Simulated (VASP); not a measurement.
Here is a VASP 6.6.1 calculation.

Contents of POSCAR:

```
Ru
1.0
   -1.5556524141      1.5556524141      1.5556524141
    1.5556524141     -1.5556524141      1.5556524141
    1.5556524141      1.5556524141     -1.5556524141
Ru
1
Direct
    0.0000000000      0.0000000000      0.0000000000
```

INCAR.step1

```
  PREC = Accurate
  ENCUT = 520
  ISMEAR = -1
  SIGMA = 0.1
  LREAL = F
  LASPH = T
  NELM = 100
  NBANDS = 13
  GGA = PE
  ALGO = Normal
  EDIFF = 1E-4
  LWAVE = T
  LCHARG = F
```

INCAR.step2

```
  PREC = Accurate
  ENCUT = 520
  EDIFF = 1E-7
  ISMEAR = -1
  SIGMA = 0.1
  LREAL = F
  LASPH = T
  NELM = 100
  ALGO = Normal
  ISIF = 2
  LWAVE = F
  LCHARG = F
  METAGGA = R2SCAN
  LMIXTAU = T
  NBANDS = 13
  ISTART = 1
```

KPOINTS

```
Automatic mesh
0
Gamma
  16 16 16
```

Potentials or basis: VASP PAW PBE potentials, release 64 (Ru_pv).

Command:

```console
$ cat potpaw_PBE.64/Ru_pv/POTCAR > POTCAR
$ cp INCAR.step1 INCAR
$ mpirun -np 1 vasp_std > vasp.out
$ cp INCAR.step2 INCAR
$ mpirun -np 1 vasp_std > vasp.out
```

Estimate the pressure.

-18.3 GPa.

What does it give for the band gap on the k mesh?

Zero (bands 7 and 8 overlap by 3.15 eV).

Caveat: the cell stands under tension; an empty level that is flat over the whole mesh can mark a ghost state of the potentials, or a narrow d or f band; the PAW data sets were made with another functional, which shifts forces and pressure a little.
